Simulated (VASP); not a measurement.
**CsMg2Br2: single point with PBE**

Crystal: CsMg2Br2.

```
Cs Mg Br
1.0
     6.85837    0.00000    0.00000
    -3.42919    5.93953    0.00000
     0.00000    0.00000    5.41309
Cs Mg Br
1 2 2
Direct
  0.00000 0.00000 0.50000
  0.33333 0.66667 0.50000
  0.66667 0.33333 0.50000
  0.33333 0.66667 0.00000
  0.66667 0.33333 0.00000
```

```yaml
Program: VASP 6.6.1
Task: single point
Functional: PBE
Potentials_or_basis: VASP PAW PBE potentials, release 64 (Cs_sv, Mg, Br)
Cutoff: 520 eV
k_mesh: 3 × 3 × 4
Occupations: gaussian, width 0.1 eV
Spin: no spin polarisation
Dipole_correction: no
Further_INCAR_settings: ALGO = Normal; EDIFF = 1e-06; NBANDS = 22
```

```json
{"Pressure": "0.0 GPa"}
```

Stress tensor (GPa, compression positive):
```
 0.07  0.00  0.00
 0.00  0.07  0.00
 0.00  0.00 -0.03
```

Levels at points of the mesh, in eV from the Fermi level:
```
           k point  band 11  band 12  band 13  band 14  band 15  band 16
(0.00, 0.00, 0.00)    -2.78    -2.78    -2.45     0.65     1.23     1.23
(0.00, 0.00, 0.50)    -2.76    -2.76    -0.25     0.38     0.38     2.40
```

Wall time 43 s on 1 thread of Intel(R) Xeon(R) 6975P-C (Granite Rapids), on a shared host, peak memory 0.34 GiB.

Caveat: spin-orbit coupling is left out, which moves the levels of the heavy elements; an odd number of electrons without spin polarisation forces a metal; a magnetic or distorted state may lie lower.
